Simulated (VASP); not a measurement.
# SiNi2 (P6_3/mmc) in VASP: notebook

SiNi2 is run at these levels: PBEsol; tasks: single point, relaxation of shape and atoms at fixed volume.

Everything below comes from runs of VASP 6.6.1. Logs are shortened: lines on timing, memory, paths and dates and some standing lists are left out, and cuts for length are marked.

## Step 1: The cell of the first run

It takes space group P6_3/mmc (No. 194, hexagonal). Conventional cell: a = 3.868 Å, b = 3.868 Å, c = 4.917 Å, α = 90.00°, β = 90.00°, γ = 120.00°. Within 3.0 Å of Si (site symmetry -6m2) lie 11 Ni at 2.23 to 2.55 Å. Ni (site symmetry -3m) has 8 Ni at 2.46 to 2.55 Å and 6 Si at 2.55 Å within 3.2 Å. Ni (site symmetry -6m2) has 5 Si at 2.23 to 2.46 Å and 6 Ni at 2.55 Å within 3.0 Å.

## Step 2: Single point, PBEsol

INCAR reads:

```
ALGO = Fast ; EDIFF = 1E-6
ENCUT = 520 ; GGA = PS
ISIF = 2 ; ISMEAR = 0
LASPH = True ; LCHARG = False
LREAL = False ; LWAVE = False
NBANDS = 33 ; NELM = 80
PREC = Accurate ; SIGMA = 0.1
```

KPOINTS reads:

```
k-points
0
Gamma
  12 12 8
```

POSCAR reads:

```
SiNi2
1.0
    3.8684636574      0.0000000000      0.0000000000
   -1.9342318287      3.3501878010      0.0000000000
    0.0000000000      0.0000000000      4.9169852711
Si Ni
2 4
Direct
    0.3333333333      0.6666666667      0.7500000000
    0.6666666667      0.3333333333      0.2500000000
    0.0000000000      0.0000000000      0.0000000000
    0.0000000000      0.0000000000      0.5000000000
    0.3333333333      0.6666666667      0.2500000000
    0.6666666667      0.3333333333      0.7500000000
```

Potentials or basis: VASP PAW PBE potentials, release 64 (Si, Ni).

Launch:

```bash
$ cat potpaw_PBE.64/Si/POTCAR potpaw_PBE.64/Ni/POTCAR > POTCAR
$ mpirun -np 1 vasp_std > vasp.out
```

OUTCAR:

```text
EDIFF = 1E-6
   ENCUT = 520
   GGA = PS
   ISIF = 2
   ISMEAR = 0
   LASPH = True
   LREAL = False
   NELM = 80
   PREC = Accurate

 ion  position               nearest neighbor table
   1  0.333  0.667  0.750-   6 2.23   6 2.23   6 2.23   5 2.46   5 2.46   3 2.55   4 2.55   4 2.55
                             3 2.55   4 2.55   3 2.55
   2  0.667  0.333  0.250-   5 2.23   5 2.23   5 2.23   6 2.46   6 2.46   3 2.55   4 2.55   3 2.55
                             4 2.55   3 2.55   4 2.55
   3  0.000  0.000  0.000-   4 2.46   4 2.46   1 2.55   5 2.55   6 2.55   2 2.55   2 2.55   6 2.55
                             1 2.55   5 2.55   2 2.55   6 2.55   1 2.55   5 2.55
   4  0.000  0.000  0.500-   3 2.46   3 2.46   1 2.55   5 2.55   6 2.55   2 2.55   2 2.55   6 2.55
                             1 2.55   5 2.55   2 2.55   6 2.55   1 2.55   5 2.55
   5  0.333  0.667  0.250-   2 2.23   2 2.23   2 2.23   1 2.46   1 2.46   3 2.55   4 2.55   4 2.55
                             3 2.55   4 2.55   3 2.55
   6  0.667  0.333  0.750-   1 2.23   1 2.23   1 2.23   2 2.46   2 2.46   3 2.55   4 2.55   3 2.55
                             4 2.55   3 2.55   4 2.55

  LATTYP: Found a hexagonal cell.
 ALAT       =     3.8684636574
 C/A-ratio  =     1.2710434184

  Lattice vectors:

 A1 = (   3.8684636574,   0.0000000000,   0.0000000000)
 A2 = (  -1.9342318287,   3.3501878010,   0.0000000000)
 A3 = (   0.0000000000,   0.0000000000,   4.9169852711)

Analysis of symmetry for initial positions (statically):
=====================================================================
 Subroutine PRICEL returns:
 Original cell was already a primitive cell.

 Routine SETGRP: Setting up the symmetry group for a
 hexagonal supercell.

 Subroutine GETGRP returns: Found 24 space group operations
 (whereof 12 operations were pure point group operations)
 out of a pool of 24 trial point group operations.

The static configuration has the point symmetry D_3d.
 The point group associated with its full space group is D_6h.

Analysis of symmetry for dynamics (positions and initial velocities):
=====================================================================
 Subroutine PRICEL returns:
 Original cell was already a primitive cell.

 Routine SETGRP: Setting up the symmetry group for a
 hexagonal supercell.

 Subroutine GETGRP returns: Found 24 space group operations
 (whereof 12 operations were pure point group operations)
 out of a pool of 24 trial point group operations.

The dynamic configuration has the point symmetry D_3d.
 The point group associated with its full space group is D_6h.

 Subroutine INISYM returns: Found 24 space group operations
 (whereof 12 operations are pure point group operations),
 and found     1 'primitive' translations

----------------------------------------------------------------------------------------

                                     Primitive cell

  volume of cell :      63.7245

  direct lattice vectors                    reciprocal lattice vectors
     3.868463657  0.000000000  0.000000000     0.258500554  0.149245365  0.000000000
    -1.934231829  3.350187801  0.000000000     0.000000000  0.298490729  0.000000000
     0.000000000  0.000000000  4.916985271     0.000000000  0.000000000  0.203376652

  length of vectors
     3.868463657  3.868463657  4.916985271     0.298490729  0.298490729  0.203376652

  position of ions in fractional coordinates (direct lattice)
     0.333333333  0.666666667  0.750000000
     0.666666667  0.333333333  0.250000000
     0.000000000  0.000000000  0.000000000
     0.000000000  0.000000000  0.500000000
     0.333333333  0.666666667  0.250000000
     0.666666667  0.333333333  0.750000000

  ion indices of the primitive-cell ions
   primitive index   ion index
                 1           1
                 2           2
                 3           3
                 4           4
                 5           5
                 6           6

----------------------------------------------------------------------------------------

 KPOINTS: k-points

Automatic generation of k-mesh.
 Grid dimensions read from file:
 generate k-points for:   12   12    8

 Generating k-lattice:

  Cartesian coordinates                     Fractional coordinates (reciprocal lattice)
     0.021541713  0.012437114  0.000000000     0.083333333  0.000000000  0.000000000
     0.000000000  0.024874227  0.000000000     0.000000000  0.083333333  0.000000000
     0.000000000  0.000000000  0.025422081     0.000000000  0.000000000  0.125000000

  Length of vectors
     0.024874227  0.024874227  0.025422081

  Shift w.r.t. Gamma in fractional coordinates (k-lattice)
     0.000000000  0.000000000  0.000000000

 Subroutine IBZKPT returns following result:
 ===========================================

 Found     95 irreducible k-points:

 Following reciprocal coordinates:
            Coordinates               Weight
  0.000000  0.000000  0.000000      1.000000
  0.083333 -0.000000  0.000000      6.000000
  0.166667  0.000000  0.000000      6.000000
  0.250000  0.000000  0.000000      6.000000
  0.333333  0.000000  0.000000      6.000000
  0.416667 -0.000000  0.000000      6.000000
[... 16 lines left out ...]
  0.250000  0.000000  0.125000     12.000000
  0.333333  0.000000  0.125000     12.000000
 [... further k-points ...]
   k-points           NKPTS =     95   k-points in BZ     NKDIM =     95   number of bands    NBANDS=     33
   number of dos      NEDOS =    301   number of ions     NIONS =      6
   total plane-waves  NPLWV =  36000
   dimension x,y,z NGX =    30 NGY =   30 NGZ =   40
   dimension x,y,z NGXF=    60 NGYF=   60 NGZF=   80
   ions per type =               2   4
   NGX,Y,Z   is equivalent  to a cutoff of  12.89, 12.89, 13.52 a.u.
   NGXF,Y,Z  is equivalent  to a cutoff of  25.78, 25.78, 27.05 a.u.
 SYSTEM =  unknown system
   PREC   = accura    normal or accurate (medium, high low for compatibility)
   ISTART =      0    job   : 0-new  1-cont  2-samecut
   ICHARG =      2    charge: 1-file 2-atom 10-const
   ISPIN  =      1    spin polarized calculation?
   LNONCOLLINEAR =      F non collinear calculations
   LSORBIT =      F    spin-orbit coupling
   LASPH  =      T    aspherical Exc in radial PAW
   ENCUT  =  520.0 eV  38.22 Ry    6.18 a.u.   7.19  7.19  9.14*2*pi/ulx,y,z
   NELM   =     80;   NELMIN=  2; NELMDL= -5     # of ELM steps
   EDIFF  = 0.1E-05   stopping-criterion for ELM
   LREAL  =      F    real-space projection
   EDIFFG = 0.1E-04   stopping-criterion for IOM
   NSW    =      0    number of steps for IOM
   IBRION =     -1    ionic relax: 0-MD 1-quasi-New 2-CG
   NFREE  =      0    steps in history (QN), initial steepest desc. (CG)
   ISIF   =      2    stress and relaxation
   ISYM   =      2    0-nonsym 1-usesym 2-fastsym
   POTIM  = 0.5000    time-step for ionic-motion
   TEBEG  =    0.0;   TEEND  =   0.0 temperature during run
   PSTRESS=    0.0 pullay stress
   NELECT =      48.0000    total number of electrons
   NUPDOWN=      -1.0000    fix difference up-down
   EMIN   =  10.00;   EMAX   =-10.00  energy-range for DOS
   EFERMI =   0.00;   METHOD = LEGACY
   ISMEAR =     0;   SIGMA  =   0.10  broadening in eV -4-tet -1-fermi 0-gaus
   EFERMI_NEDOS =   21; number of points for ismear=-14 and -15
   IALGO  =     68    algorithm
   IMIX   =      4    mixing-type and parameters
     AMIX     =   0.40;   BMIX     =  1.00
     AMIX_MAG =   1.60;   BMIX_MAG =  1.00
  volume/ion in A,a.u.               =      10.62        71.67
  Fermi-wavevector in a.u.,A,eV,Ry     =   1.489543  2.814828 30.187769  2.218738
  Thomas-Fermi vector in A             =   2.602438
   LORBIT       =      0    0 simple, 1 ext, 2 COOP (PROOUT), +10 PAW based schemes
   GGA     = PS    functional components
   LHFCALC =     F    Hartree Fock is set to
   AEXX    =    0.0000 exact exchange contribution
   IVDW    =     0    specifies the selected vdW correction
   LEPSILON=     F    determine dielectric tensor
   LRPA    =     F    only Hartree local field effects (RPA)
 non-spin polarized calculation
 RMM-DIIS sequential band-by-band and
 Gauss-broadening in eV      SIGMA  =   0.10
  energy-cutoff  :      520.00
  volume of cell :       63.72
 maximum number of plane-waves:      1740
 NGX is ok and might be reduce to    30
   NGX = 15   NGY = 15   NGZ = 19

 number of electron      47.9999978 magnetization

 Free energy of the ion-electron system (eV)
  ---------------------------------------------------
  ext. energy  EPLUGINS =         0.00000000
  ---------------------------------------------------
  free energy    TOTEN  =       -39.56027568 eV

  energy without entropy =      -39.54299556  energy(sigma->0) =      -39.55163562

 E-fermi :  11.4047     XC(G=0): -13.2176

 val. band max:       11.3914497531   @ k =   0.2500   0.0833   0.2500
 cond. band min:      11.4051441136   @ k =   0.3333   0.0000   0.2500
 fundamental gap:      0.0136943606
 Fermi energy:        11.4046786566

 k-point     1 :       0.0000    0.0000    0.0000
  band No.  band energies     occupation
      1      -1.3972      2.00000
      2       3.1201      2.00000
      3       4.8102      2.00000
      4       6.1971      2.00000
      5       6.1971      2.00000
      6       7.3685      2.00000
[... 25 lines left out ...]
     32      17.0861      0.00000
     33      19.7797      0.00000

 k-point     2 :       0.0833   -0.0000    0.0000
  band No.  band energies     occupation
      1      -1.3060      2.00000
      2       3.1359      2.00000
      3       4.8737      2.00000
      4       6.1846      2.00000
      5       6.2445      2.00000
      6       7.0449      2.00000
[... 25 lines left out ...]
     32      17.6124      0.00000
     33      19.1791      0.00000
[... 754 lines left out ...]
     32      18.1901      0.00000
     33      19.0591      0.00000

 k-point    24 :       0.3333    0.0000    0.1250
  band No.  band energies     occupation
      1       0.0866      2.00000
      2       2.8645      2.00000
      3       4.7585      2.00000
      4       5.6947      2.00000
      5       6.7868      2.00000
      6       6.9099      2.00000
[... 25 lines left out ...]
     32      18.7069      0.00000
     33      19.8222      0.00000

 [... further k-points ...]
[... 5 lines left out ...]
  --------------------------------------------------------------------------------------
  -------------------------------------------------------------------------------------
  Total        0.1508343      0.1508343      0.0508671      0.0000000     -0.0000000     -0.0000000
  in kB        3.7923120      3.7923120      1.2789138      0.0000000     -0.0000000     -0.0000000
  external PRESSURE =       2.9545126 kB  Pullay stress =       0.0000000 kB

 VOLUME and BASIS-vectors are now :
 -----------------------------------------------------------------------------
  energy-cutoff  :      520.00
  volume of cell :       63.72
      direct lattice vectors                 reciprocal lattice vectors
     3.868463657  0.000000000  0.000000000     0.258500554  0.149245365  0.000000000
    -1.934231829  3.350187801  0.000000000     0.000000000  0.298490729  0.000000000
     0.000000000  0.000000000  4.916985271     0.000000000  0.000000000  0.203376652

 POSITION                                       TOTAL-FORCE (eV/Angst)
 -----------------------------------------------------------------------------------
     -0.00000      2.23346      3.68774         0.000000     -0.000000     -0.000000
      1.93423      1.11673      1.22925        -0.000000      0.000000     -0.000000
      0.00000      0.00000      0.00000        -0.000000     -0.000000     -0.000000
      0.00000      0.00000      2.45849        -0.000000     -0.000000     -0.000000
     -0.00000      2.23346      1.22925        -0.000000     -0.000000      0.000000
      1.93423      1.11673      3.68774         0.000000     -0.000000      0.000000
 -----------------------------------------------------------------------------------
    total drift:                                0.000000     -0.000000     -0.000000

  FREE ENERGIE OF THE ION-ELECTRON SYSTEM (eV)
  ---------------------------------------------------
  free  energy   TOTEN  =       -39.5602756776 eV

  energy  without entropy=      -39.5429955607  energy(sigma->0) =      -39.55163562
```

It took 5.3 min on 1 thread of Intel Xeon Platinum 8259CL at 2.50GHz (Skylake/Cascade Lake), shared host; peak memory 0.29 GiB.

What came out:

| Property | Result |
| --- | --- |
| Free energy | -39.5603 eV |
| Pressure | 0.3 GPa |
| Band gap on the k mesh | zero (band 24 reaches 14.20 eV, above the bottom of band 25 at 10.82 eV) |

Stress tensor (GPa, compression positive):
```
0.38 0.00 0.00
0.00 0.38 0.00
0.00 0.00 0.13
```

Caveat: the PAW data sets were made with another functional, which shifts forces and pressure a little.

## Step 3: Single point, PBEsol (volume scaled by 1.10, then relaxed in part)

INCAR reads:

```
  PREC = Accurate
  ENCUT = 520
  EDIFF = 1E-6
  ISMEAR = 0
  SIGMA = 0.1
  LREAL = False
  LASPH = True
  NELM = 100
  ALGO = Fast
  ISIF = 2
  LWAVE = False
  LCHARG = False
  GGA = PS
  NBANDS = 33
```

KPOINTS reads:

```
Automatic mesh
0
Gamma
  12 12 8
```

POSCAR, as its differences from that of step 2:

```diff
@@ -2,5 +2,5 @@
 1.0
-    3.8684636574      0.0000000000      0.0000000000
-   -1.9342318287      3.3501878010      0.0000000000
-    0.0000000000      0.0000000000      4.9169852711
+    3.9734278291      0.0000000000      0.0000000000
+   -1.9867139146      3.4410894400      0.0000000000
+    0.0000000000      0.0000000000      5.1267006424
 Si Ni
```

Potentials or basis: VASP PAW PBE potentials, release 64 (Si, Ni).

Launch:

```bash
$ cat potpaw_PBE.64/Si/POTCAR potpaw_PBE.64/Ni/POTCAR > POTCAR
$ mpirun -np 1 vasp_std > vasp.out
```

It took 6.1 min on 1 thread of AMD EPYC 7R13, shared host; peak memory 0.27 GiB.

The run converged. Its results:

| Quantity | Value |
| --- | --- |
| Free energy | -39.1949 eV |
| Pressure | -16.8 GPa |
| Band gap on the k mesh | zero (band 24 reaches 12.45 eV, above the bottom of band 25 at 9.45 eV) |

Stress tensor (GPa, compression positive):
```
-16.74   0.00   0.00
  0.00 -16.74   0.00
  0.00   0.00 -16.92
```

Levels at points of the mesh, in eV from the Fermi level:
```tsv
k point	band 22	band 23	band 24	band 25	band 26	band 27
(0.00, 0.00, 0.00)	-0.56	0.07	2.43	2.68	2.68	2.72
(0.50, 0.00, 0.00)	-1.09	-0.90	-0.62	-0.52	0.88	1.71
(0.00, 0.00, 0.50)	-1.12	1.79	1.79	3.11	3.11	3.11
(0.50, 0.00, 0.50)	-1.14	-0.84	-0.84	0.89	0.89	2.64
```

Caveat: the cell differs from its parent crystal (volume scaled by 1.10, then relaxed in part); the PAW data sets were made with another functional, which shifts forces and pressure a little.

## Step 4: Relaxation of shape and atoms at fixed volume, PBEsol (volume scaled by 0.88)

INCAR reads:

```
SYSTEM = SiNi2
  PREC = Accurate
  ENCUT = 600
  EDIFF = 1E-6
  ISMEAR = 0
  SIGMA = 0.1
  LREAL = .False.
  LASPH = .True.
  NELM = 100
  ALGO = Fast
  ISIF = 4
  LWAVE = .False.
  LCHARG = .False.
  GGA = PS
  IBRION = 2
  NSW = 50
  EDIFFG = -0.01
```

KPOINTS reads:

```
Automatic mesh
0
Gamma
  12 12 8
  0 0 0
```

POSCAR, as its differences from that of step 3:

```diff
@@ -2,5 +2,5 @@
 1.0
-    3.9734278291      0.0000000000      0.0000000000
-   -1.9867139146      3.4410894400      0.0000000000
-    0.0000000000      0.0000000000      5.1267006424
+    3.7193783001      0.0000000000      0.0000000000
+   -1.8596891500      3.2210760942      0.0000000000
+    0.0000000000      0.0000000000      4.6807764314
 Si Ni
```

Launch:

```bash
$ cat potpaw_PBE.64/Si/POTCAR potpaw_PBE.64/Ni/POTCAR > POTCAR
$ mpirun -np 1 vasp_std > vasp.out
```

It took 10 min on 1 thread of AMD EPYC 7R13, shared host; peak memory 0.27 GiB.

It converged, with:

- Free energy: -38.7296 eV
- Energy gained by relaxing: 0.1 meV/atom
- Ionic steps: 3
- Pressure after relaxing: 38.9 GPa
- Band gap on the k mesh: zero (band 24 reaches 16.77 eV, above the bottom of band 25 at 12.85 eV)

The path:
```csv
step,energy change (eV),largest force (eV/Å),pressure (GPa),volume (Å³)
1,0.0000,0.0000,39.23,56.08
2,-0.0006,0.0000,38.90,56.08
3,-0.0006,0.0000,38.87,56.08
```

Final structure:
```cif
data_structure
_symmetry_space_group_name_H-M 'P 1'
_symmetry_Int_Tables_number 1
_cell_length_a 3.7235
_cell_length_b 3.7235
_cell_length_c 4.6703
_cell_angle_alpha 90.000
_cell_angle_beta 90.000
_cell_angle_gamma 120.000
_cell_volume 56.08
loop_
_atom_site_label
_atom_site_type_symbol
_atom_site_fract_x
_atom_site_fract_y
_atom_site_fract_z
_atom_site_occupancy
Si1 Si 0.33333 0.66667 0.75000 1
Si2 Si 0.66667 0.33333 0.25000 1
Ni1 Ni 0.00000 0.00000 0.00000 1
Ni2 Ni 0.00000 0.00000 0.50000 1
Ni3 Ni 0.33333 0.66667 0.25000 1
Ni4 Ni 0.66667 0.33333 0.75000 1
```

Levels at points of the mesh, in eV from the Fermi level:
| k point | band 22 | band 23 | band 24 | band 25 | band 26 | band 27 |
| --- | --- | --- | --- | --- | --- | --- |
| (0.00, 0.00, 0.00) | -0.78 | 0.22 | 2.81 | 2.81 | 3.21 | 3.21 |
| (0.50, 0.00, 0.00) | -1.48 | -1.24 | -0.84 | -0.65 | 1.74 | 2.12 |
| (0.00, 0.00, 0.50) | -1.53 | 2.86 | 2.86 | 3.62 | 3.62 | 3.62 |
| (0.50, 0.00, 0.50) | -1.55 | -1.08 | -1.08 | 1.10 | 1.10 | 3.44 |

Caveat: the cell differs from its parent crystal (volume scaled by 0.88); the PAW data sets were made with another functional, which shifts forces and pressure a little. Spin polarisation is off, so any magnetic state and its effect on volume and gap are missing.

[end of part 1 of 2]
